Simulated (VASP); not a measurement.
Here is a VASP 6.6.1 calculation.

INCAR

```
ALGO = Normal ; EDIFF = 1E-6
ENCUT = 520 ; GGA = PS
ISIF = 2 ; ISMEAR = 1
ISPIN = 2 ; LASPH = True
LCHARG = False ; LMAXMIX = 4
LORBIT = 11 ; LREAL = False
LWAVE = False ; MAGMOM = 0 2.5
NBANDS = 16 ; NELM = 150
PREC = Accurate ; SIGMA = 0.1
```

KPOINTS

```
k-points
0
Gamma
  9 9 9
```

The input POSCAR:

```
BeCo
1.0
    2.5658563427      0.0000000000      0.0000000000
    0.0000000000      2.5658563427      0.0000000000
    0.0000000000      0.0000000000      2.5658563427
Be Co
1 1
Direct
    0.0000000000      0.0000000000      0.0000000000
    0.5000000000      0.5000000000      0.5000000000
```

Potentials or basis: VASP PAW PBE potentials, release 64 (Be, Co).

The run is started by

```sh
$ cat potpaw_PBE.64/Be/POTCAR potpaw_PBE.64/Co/POTCAR > POTCAR
$ mpirun -np 1 vasp_std > vasp.out
```

Task: Predict the site moments.

Result: Be -0.02; Co +0.38 μB.

Task: What does it give for the net moment?

Result: 0.36 μB per cell.

Task: Predict the pressure.

Result: 0.1 GPa.

Caveat: the PAW data sets were made with another functional, which shifts forces and pressure a little.
